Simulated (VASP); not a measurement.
# HoS4 (Pm-3m) in VASP: a series of runs, part 2 of 2

VASP 6.6.1.

**5. Single point, PBE**

This run uses another cell than the first one, of 28.02 Å³/atom.

The input, INCAR:

```
SYSTEM = HoS4
PREC = Accurate ; ENCUT = 500
EDIFF = 1E-6 ; ISMEAR = 0
SIGMA = 0.1 ; LREAL = .False.
LASPH = .True. ; NELM = 200
ALGO = Normal ; ISIF = 2
LWAVE = .False. ; LCHARG = .True.
GGA = PE ; LELF = .True.
LVHAR = .True. ; NBANDS = 24
GGA_COMPAT = .False. ; LMAXMIX = 6
```

The input, KPOINTS:

```
regular mesh
0
Gamma
  8 8 8
  0 0 0
```

The input, POSCAR:

```
HoS4
1.0
    5.1939770975      0.0000000000      0.0000000000
    0.0000000000      5.1939770975      0.0000000000
    0.0000000000      0.0000000000      5.1939770975
Ho S
1 4
Direct
    0.0000000000      0.0000000000      0.0000000000
    0.5000000000      0.5000000000      0.5000000000
    0.5000000000      0.0000000000      0.0000000000
    0.0000000000      0.5000000000      0.0000000000
    0.0000000000      0.0000000000      0.5000000000
```

Potentials or basis: VASP PAW PBE potentials, release 64 (Ho_3, S), 4f in core.

Command:

```bash
> cat potpaw_PBE.64/Ho_3/POTCAR potpaw_PBE.64/S/POTCAR > POTCAR
> mpirun -np 1 vasp_std > vasp.out
```

OUTCAR:

```text
SYSTEM = HoS4
   PREC = Accurate
   ENCUT = 500
   EDIFF = 1E-6
   ISMEAR = 0
   LREAL = .False.
   LASPH = .True.
   NELM = 200
   ISIF = 2
   GGA = PE

 ion  position               nearest neighbor table
   1  0.000  0.000  0.000-   3 2.60   4 2.60   5 2.60   5 2.60   4 2.60   3 2.60
   2  0.500  0.500  0.500-
   3  0.500  0.000  0.000-   1 2.60   1 2.60
   4  0.000  0.500  0.000-   1 2.60   1 2.60
   5  0.000  0.000  0.500-   1 2.60   1 2.60

  LATTYP: Found a simple cubic cell.
 ALAT       =     5.1939770975

  Lattice vectors:

 A1 = (   5.1939770975,   0.0000000000,   0.0000000000)
 A2 = (   0.0000000000,   5.1939770975,   0.0000000000)
 A3 = (   0.0000000000,   0.0000000000,   5.1939770975)

Analysis of symmetry for initial positions (statically):
=====================================================================
 Subroutine PRICEL returns:
 Original cell was already a primitive cell.

 Routine SETGRP: Setting up the symmetry group for a
 simple cubic supercell.

 Subroutine GETGRP returns: Found 48 space group operations
 (whereof 48 operations were pure point group operations)
 out of a pool of 48 trial point group operations.

The static configuration has the point symmetry O_h .

Analysis of symmetry for dynamics (positions and initial velocities):
=====================================================================
 Subroutine PRICEL returns:
 Original cell was already a primitive cell.

 Routine SETGRP: Setting up the symmetry group for a
 simple cubic supercell.

 Subroutine GETGRP returns: Found 48 space group operations
 (whereof 48 operations were pure point group operations)
 out of a pool of 48 trial point group operations.

The dynamic configuration has the point symmetry O_h .

 Subroutine INISYM returns: Found 48 space group operations
 (whereof 48 operations are pure point group operations),
 and found     1 'primitive' translations

[... 115 lines left out ...]
   ISMEAR =     0;   SIGMA  =   0.10  broadening in eV -4-tet -1-fermi 0-gaus
   EFERMI_NEDOS =   21; number of points for ismear=-14 and -15
   IALGO  =     38    algorithm
   IMIX   =      4    mixing-type and parameters
     AMIX     =   0.40;   BMIX     =  1.00
     AMIX_MAG =   1.60;   BMIX_MAG =  1.00
  volume/ion in A,a.u.               =      28.02       189.12
  Fermi-wavevector in a.u.,A,eV,Ry     =   1.010988  1.910491 13.906478  1.022097
  Thomas-Fermi vector in A             =   2.144011
   LORBIT       =      0    0 simple, 1 ext, 2 COOP (PROOUT), +10 PAW based schemes
   GGA     = PE    functional components
   LHFCALC =     F    Hartree Fock is set to
   AEXX    =    0.0000 exact exchange contribution
   IVDW    =     0    specifies the selected vdW correction
   LEPSILON=     F    determine dielectric tensor
   LRPA    =     F    only Hartree local field effects (RPA)
 non-spin polarized calculation
 Gauss-broadening in eV      SIGMA  =   0.10
  energy-cutoff  :      500.00
  volume of cell :      140.12
 maximum number of plane-waves:      3590
 NGX is ok and might be reduce to    40
   NGX = 19   NGY = 19   NGZ = 19

 number of electron      33.0000005 magnetization

 Free energy of the ion-electron system (eV)
  ---------------------------------------------------
  ext. energy  EPLUGINS =         0.00000000
  ---------------------------------------------------
  free energy    TOTEN  =       -19.68952714 eV

  energy without entropy =      -19.64719687  energy(sigma->0) =      -19.66836200

 E-fermi :   0.7556     XC(G=0):  -8.5983

 val. band max:        0.7497916482   @ k =   0.5000   0.0000   0.0000
 cond. band min:       0.7651565430   @ k =   0.3750   0.2500   0.1250
 fundamental gap:      0.0153648948
 Fermi energy:         0.7555884737

 k-point     1 :       0.0000    0.0000    0.0000
  band No.  band energies     occupation
      1     -21.4320      2.00000
      2     -21.4320      2.00000
      3     -21.4320      2.00000
      4     -11.1751      2.00000
      5     -10.2483      2.00000
      6     -10.2483      2.00000
[... 637 lines left out ...]
     23       7.3559      0.00000
     24       9.4159      0.00000

 [... further k-points ...]
[... 5 lines left out ...]
  --------------------------------------------------------------------------------------
  -------------------------------------------------------------------------------------
  Total        0.1155954      0.1155954      0.1155954      0.0000000     -0.0000000      0.0000000
  in kB        1.3217558      1.3217558      1.3217558      0.0000000     -0.0000000      0.0000000
  external PRESSURE =       1.3217558 kB  Pullay stress =       0.0000000 kB

 VOLUME and BASIS-vectors are now :
 -----------------------------------------------------------------------------
  energy-cutoff  :      500.00
  volume of cell :      140.12
      direct lattice vectors                 reciprocal lattice vectors
     5.193977098  0.000000000  0.000000000     0.192530691  0.000000000  0.000000000
     0.000000000  5.193977098  0.000000000     0.000000000  0.192530691  0.000000000
     0.000000000  0.000000000  5.193977098     0.000000000  0.000000000  0.192530691

 POSITION                                       TOTAL-FORCE (eV/Angst)
 -----------------------------------------------------------------------------------
      0.00000      0.00000      0.00000         0.000000      0.000000      0.000000
      2.59699      2.59699      2.59699         0.000000      0.000000      0.000000
      2.59699      0.00000      0.00000         0.000000      0.000000      0.000000
      0.00000      2.59699      0.00000         0.000000      0.000000      0.000000
      0.00000      0.00000      2.59699         0.000000      0.000000      0.000000
 -----------------------------------------------------------------------------------
    total drift:                                0.000000      0.000000     -0.000000

  FREE ENERGIE OF THE ION-ELECTRON SYSTEM (eV)
  ---------------------------------------------------
  free  energy   TOTEN  =       -19.6895271440 eV

  energy  without entropy=      -19.6471968655  energy(sigma->0) =      -19.66836200
```

OSZICAR:

```text
N       E                     dE             d eps       ncg     rms          rms(c)
DAV:   1     0.239004132000E+03    0.23900E+03   -0.12639E+04  1792   0.114E+03
DAV:   2     0.344524963023E+01   -0.23556E+03   -0.22420E+03  2712   0.333E+02
DAV:   3    -0.205090643475E+02   -0.23954E+02   -0.22517E+02  2656   0.877E+01
[... 13 lines left out ...]
DAV:  17    -0.196895432215E+02   -0.84914E-05   -0.93798E-05  2360   0.467E-02    0.360E-02
DAV:  18    -0.196895352087E+02    0.80128E-05   -0.61317E-06  2072   0.126E-02    0.252E-02
DAV:  19    -0.196895305602E+02    0.46485E-05   -0.32740E-06  1920   0.895E-03    0.147E-02
DAV:  20    -0.196895276767E+02    0.28835E-05   -0.17708E-06  1416   0.746E-03    0.631E-03
DAV:  21    -0.196895271440E+02    0.53277E-06   -0.17449E-06  1344   0.668E-03
   1 F= -.19689527E+02 E0= -.19668362E+02  d E =-.423303E-01
```

stdout:

```text
POSCAR found type information on POSCAR HoS
 POSCAR found :  2 types and       5 ions
 scaLAPACK will be used
 LDA part: xc-table for (Slater+PW92), standard interpolation
 POSCAR, INCAR and KPOINTS ok, starting setup
 FFT: planning ... GRIDC
 FFT: planning ... GRID_SOFT
 FFT: planning ... GRID
 WAVECAR not read
 entering main loop
```

Run time: 90 s. Hardware: 1 thread of AMD EPYC 9R45 (Zen 5), shared host; peak memory 0.26 GiB.

What came out:

```
Free energy            : -19.6895 eV
Pressure               : 0.1 GPa
Band gap on the k mesh : zero (an odd number of electrons rules out a gap without spin polarisation)
```

Caveat: spin-orbit coupling is left out, which moves the levels of the heavy elements; the 4f electrons are frozen in the core, so they carry no moment and show no levels; the run has no spin polarisation, though such a crystal can be magnetic.

**6. The runs side by side**

| task | cell | k mesh | gap on the mesh (eV) | pressure (GPa) |
| --- | --- | --- | --- | --- |
| single point | a = 5.080 Å, 5 atoms | 4 × 4 × 4 | none | 3.5 |
| single point | a = 5.191 Å, 5 atoms | 4 × 4 × 4 | none | 0.2 |
| relaxation of cell and atoms | relaxed from a = 5.080 Å, 5 atoms | 4 × 4 × 4 | none | 0.0 |
| single point | a = 5.194 Å, 5 atoms | 8 × 8 × 8 | none | 0.1 |

Alike in all rows: level PBE; potentials or basis VASP PAW PBE potentials, release 64 (Ho_3, S), 4f in core; no spin polarisation; cutoff (eV) 500; smearing gaussian 0.1 eV.

Caveats: spin-orbit coupling is left out, which moves the levels of the heavy elements; the 4f electrons are frozen in the core, so they carry no moment and show no levels; the run has no spin polarisation, though such a crystal can be magnetic; the cell stands under pressure (at least some runs).

Total energies depend on the potentials used, so only differences within one code and one set of settings carry meaning.

The gap in the log of VASP goes by the Fermi energy; the results here count the filled bands.